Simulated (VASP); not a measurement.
# Ag in VASP: further runs, part 2 of 3

VASP 6.6.1. Earlier steps stand in the parts before.

## Step 3: Single point, PBE

This run uses another cell than the first one, of 21.11 Å³/atom.

File INCAR:

```
SYSTEM = Ag
PREC = Accurate
ENCUT = 520
EDIFF = 1E-6
ISMEAR = 0
SIGMA = 0.1
LREAL = .False.
LASPH = .True.
NELM = 100
ALGO = Fast
ISIF = 2
LWAVE = .False.
LCHARG = .True.
GGA = PE
LELF = .True.
LVHAR = .True.
NBANDS = 42
```

File KPOINTS:

```
Automatic mesh
0
Gamma
  4 4 4
  0 0 0
```

File POSCAR:

```
Ag
1.0
    0.0000000000      3.9859716673      3.9859716673
    3.9859716673      0.0000000000      3.9859716673
    3.9859716673      3.9859716673      0.0000000000
Ag
6
Direct
    0.7499843664      0.2500156336      0.2500156336
    0.2500156336      0.7499843664      0.7499843664
    0.2500156336      0.7499843664      0.2500156336
    0.7499843664      0.2500156336      0.7499843664
    0.2500156336      0.2500156336      0.7499843664
    0.7499843664      0.7499843664      0.2500156336
```

Potentials or basis: VASP PAW PBE potentials, release 64 (Ag).

Command:

```bash
> cat potpaw_PBE.64/Ag/POTCAR > POTCAR
> mpirun -np 1 vasp_std > vasp.out
```

Run time: 72 s. Hardware: 1 thread of Intel Xeon 6975P-C (Granite Rapids), shared host; peak memory 0.25 GiB.

It converged, with:

| Item | Value |
| --- | --- |
| Free energy | -15.0371 eV |
| Pressure | 0.0 GPa |
| Band gap on the k mesh | zero (bands 33 and 34 overlap by 3.52 eV) |

Levels at points of the mesh, in eV from the Fermi level:
```
           k point  band 29  band 30  band 31  band 32  band 33  band 34  band 35  band 36  band 37  band 38
(0.00, 0.00, 0.00)    -2.70    -2.70    -2.70    -0.42     1.28     1.28     1.28     2.93     2.93     2.93
(0.50, 0.00, 0.00)    -3.73    -3.73    -2.86    -2.86     1.61     1.61     1.87     1.87     1.87     1.87
(0.50, 0.50, 0.00)    -3.38    -3.35    -3.20    -2.70    -1.77     0.37     0.37     0.67     5.96     5.96
```

## Step 4: Single point, PBE

This run uses another cell than the first one: it holds 3 atoms, not 6.

File INCAR:

```
SYSTEM = Ag
PREC = Accurate
ENCUT = 520
EDIFF = 1E-6
ISMEAR = 0
SIGMA = 0.1
LREAL = .False.
LASPH = .True.
NELM = 80
ALGO = Fast
ISIF = 2
LWAVE = .False.
LCHARG = .False.
GGA = PE
NBANDS = 24
```

File KPOINTS:

```
regular mesh
0
Gamma
  12 12 12
  0 0 0
```

File POSCAR:

```
Ag
1.0
    3.9940742345      0.0000000000      0.0000000000
    0.0000000000      3.9940742345      0.0000000000
    0.0000000000      0.0000000000      3.9940742345
Ag
3
Direct
    0.5000000000      0.0000000000      0.0000000000
    0.0000000000      0.5000000000      0.0000000000
    0.0000000000      0.0000000000      0.5000000000
```

Potentials or basis: VASP PAW PBE potentials, release 64 (Ag).

Command:

```bash
> cat potpaw_PBE.64/Ag/POTCAR > POTCAR
> mpirun -np 1 vasp_std > vasp.out
```

OUTCAR:

```text
SYSTEM = Ag
   PREC = Accurate
   ENCUT = 520
   EDIFF = 1E-6
   ISMEAR = 0
   LREAL = .False.
   LASPH = .True.
   NELM = 80
   ISIF = 2
   GGA = PE

 ion  position               nearest neighbor table
   1  0.500  0.000  0.000-   2 2.82   3 2.82   3 2.82   2 2.82   2 2.82   3 2.82   3 2.82   2 2.82

   2  0.000  0.500  0.000-   1 2.82   3 2.82   3 2.82   1 2.82   3 2.82   3 2.82   1 2.82   1 2.82

   3  0.000  0.000  0.500-   1 2.82   2 2.82   1 2.82   2 2.82   2 2.82   2 2.82   1 2.82   1 2.82

  LATTYP: Found a simple cubic cell.
 ALAT       =     3.9940742345

  Lattice vectors:

 A1 = (   3.9940742345,   0.0000000000,   0.0000000000)
 A2 = (   0.0000000000,   3.9940742345,   0.0000000000)
 A3 = (   0.0000000000,   0.0000000000,   3.9940742345)

Analysis of symmetry for initial positions (statically):
=====================================================================
 Subroutine PRICEL returns:
 Original cell was already a primitive cell.

 Routine SETGRP: Setting up the symmetry group for a
 simple cubic supercell.

 Subroutine GETGRP returns: Found 48 space group operations
 (whereof 48 operations were pure point group operations)
 out of a pool of 48 trial point group operations.
[... 166 lines left out ...]

 E-fermi :   5.8236     XC(G=0): -10.7632

 val. band max:        5.7701168657   @ k =   0.5000   0.3333   0.3333
 cond. band min:       5.8321419728   @ k =   0.5000   0.4167   0.1667
 fundamental gap:      0.0620251072
 Fermi energy:         5.8236398706

 k-point     1 :       0.0000    0.0000    0.0000
  band No.  band energies     occupation
      1      -1.2151      2.00000
      2       0.0848      2.00000
      3       0.0848      2.00000
      4       0.0848      2.00000
      5       0.0882      2.00000
      6       0.5343      2.00000
[... 637 lines left out ...]
     23      16.0909      0.00000
     24      17.8614      0.00000

 [... further k-points ...]

------------------------ aborting loop because EDIFF is reached ----------------------------------------

  FORCE on cell =-STRESS in cart. coord.  units (eV):
  Direction    XX          YY          ZZ          XY          YZ          ZX
  --------------------------------------------------------------------------------------
  -------------------------------------------------------------------------------------
  Total       -0.0315928     -0.0315928     -0.0315928      0.0000000      0.0000000     -0.0000000
  in kB       -0.7944207     -0.7944207     -0.7944207      0.0000000      0.0000000     -0.0000000
  external PRESSURE =      -0.7944207 kB  Pullay stress =       0.0000000 kB

 VOLUME and BASIS-vectors are now :
 -----------------------------------------------------------------------------
  energy-cutoff  :      520.00
  volume of cell :       63.72
      direct lattice vectors                 reciprocal lattice vectors
     3.994074235  0.000000000  0.000000000     0.250370910  0.000000000  0.000000000
     0.000000000  3.994074235  0.000000000     0.000000000  0.250370910  0.000000000
     0.000000000  0.000000000  3.994074235     0.000000000  0.000000000  0.250370910

 POSITION                                       TOTAL-FORCE (eV/Angst)
 -----------------------------------------------------------------------------------
      1.99704      0.00000      0.00000         0.000000      0.000000      0.000000
      0.00000      1.99704      0.00000         0.000000      0.000000      0.000000
      0.00000      0.00000      1.99704         0.000000      0.000000      0.000000
 -----------------------------------------------------------------------------------
    total drift:                                0.000000      0.000000      0.000000

  FREE ENERGIE OF THE ION-ELECTRON SYSTEM (eV)
  ---------------------------------------------------
  free  energy   TOTEN  =        -7.4975585660 eV

  energy  without entropy=       -7.4935817339  energy(sigma->0) =       -7.49557015
```

OSZICAR:

```text
N       E                     dE             d eps       ncg     rms          rms(c)
DAV:   1     0.199457263827E+03    0.19946E+03   -0.16541E+04  4032   0.130E+03
DAV:   2    -0.482453053758E+01   -0.20428E+03   -0.19048E+03  4288   0.294E+02
DAV:   3    -0.808792202482E+01   -0.32634E+01   -0.32535E+01  4768   0.428E+01
DAV:   4    -0.810114547002E+01   -0.13223E-01   -0.13223E-01  4688   0.260E+00
DAV:   5    -0.810132778633E+01   -0.18232E-03   -0.18232E-03  5056   0.333E-01    0.707E+00
RMM:   6    -0.751946850657E+01    0.58186E+00   -0.16908E+00  4038   0.940E+00    0.465E+00
RMM:   7    -0.750412606629E+01    0.15342E-01   -0.45204E-02  4191   0.157E+00    0.274E+00
RMM:   8    -0.749758362844E+01    0.65424E-02   -0.48727E-03  4259   0.511E-01    0.191E-01
RMM:   9    -0.749754093377E+01    0.42695E-04   -0.68924E-04  4370   0.189E-01    0.826E-02
RMM:  10    -0.749755511955E+01   -0.14186E-04   -0.10346E-04  4396   0.690E-02    0.260E-02
RMM:  11    -0.749755917334E+01   -0.40538E-05   -0.26518E-05  4233   0.286E-02    0.131E-02
RMM:  12    -0.749755856598E+01    0.60736E-06   -0.32664E-06  3267   0.104E-02
   1 F= -.74975586E+01 E0= -.74955701E+01  d E =-.397683E-02
```

stdout:

```text
POSCAR found type information on POSCAR Ag
 POSCAR found :  1 types and       3 ions
 scaLAPACK will be used
 LDA part: xc-table for (Slater+PW92), standard interpolation
 POSCAR, INCAR and KPOINTS ok, starting setup
 FFT: planning ... GRIDC
 FFT: planning ... GRID_SOFT
 FFT: planning ... GRID
 WAVECAR not read
 entering main loop
```

Run time: 78 s. Hardware: 1 thread of Intel Xeon 6975P-C (Granite Rapids), shared host; peak memory 0.22 GiB.

What came out:

| Item | Value |
| --- | --- |
| Free energy | -7.4976 eV |
| Pressure | -0.1 GPa |
| Band gap on the k mesh | zero (an odd number of electrons rules out a gap without spin polarisation) |

Levels at points of the mesh, in eV from the Fermi level:
| k point | band 13 | band 14 | band 15 | band 16 | band 17 | band 18 | band 19 | band 20 |
| --- | --- | --- | --- | --- | --- | --- | --- | --- |
| (0.00, 0.00, 0.00) | -2.65 | -2.42 | -2.42 | -2.42 | 3.20 | 3.20 | 3.20 | 7.25 |
| (0.50, 0.00, 0.00) | -3.45 | -3.10 | -3.07 | -2.91 | -2.42 | 6.21 | 6.21 | 8.42 |
| (0.50, 0.50, 0.00) | -3.89 | -3.54 | -3.34 | -1.49 | 0.63 | 0.63 | 0.95 | 9.66 |
| (0.50, 0.50, 0.50) | -2.64 | -2.64 | -2.64 | -0.15 | 1.56 | 1.56 | 1.56 | 3.84 |

(Part 2 of 3 ends here.)
